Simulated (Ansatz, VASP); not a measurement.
**MnSb2: VASP beside Ansatz**

```
Mn Sb
1.0
     5.37561    0.00000    0.00000
     0.00000    5.37561    0.00000
     0.00000    0.00000    5.37561
Mn Sb
2 4
Direct
  0.00000 0.00000 0.00000
  0.50000 0.50000 0.50000
  0.25000 0.25000 0.25000
  0.25000 0.75000 0.75000
  0.75000 0.75000 0.25000
  0.75000 0.25000 0.75000
```

Alike in both runs: task relaxation of cell and atoms; functional PBE; k mesh 4 × 4 × 4; occupations gaussian, width 0.1 eV; collinear spin.

|  | VASP | Ansatz |
| --- | --- | --- |
| version | VASP 6.6.1 | Ansatz 0.2.0 |
| potentials or method | VASP PAW PBE potentials, release 64 (Mn_pv, Sb), cutoff 600 eV | scalar-relativistic, plane waves, PAW |
| valence electrons in the cell | 46 | 90 |

Ansatz gave:

- gap on the k mesh at the Fermi level, each at its own relaxed structure (eV): none
- net moment per atom (μB): 0.41
- size of the moment on the site where the two differ most (μB): 1.81
- relaxed volume (Å³/atom): 29.04
- relaxed length of the cell vector where the two differ most in proportion (Å): 5.586

Question: Which values does VASP return?

Answer: gap on the k mesh at the Fermi level, each at its own relaxed structure (eV): none; net moment per atom (μB): 0.00; size of the moment on the site where the two differ most (μB): 0.00; relaxed volume (Å³/atom): 27.94; relaxed length of the cell vector where the two differ most in proportion (Å): 5.514.

The net moments are unlike, so the other rows may belong to different states. Site moments also hang on the region over which each program counts them. A gap of «none» marks a metal or a gap that the smearing closes. VASP's potentials hold 46 valence electrons a cell and Ansatz's 90, so a difference there can come from the potentials and not from the codes.

Spin-orbit coupling is off throughout.
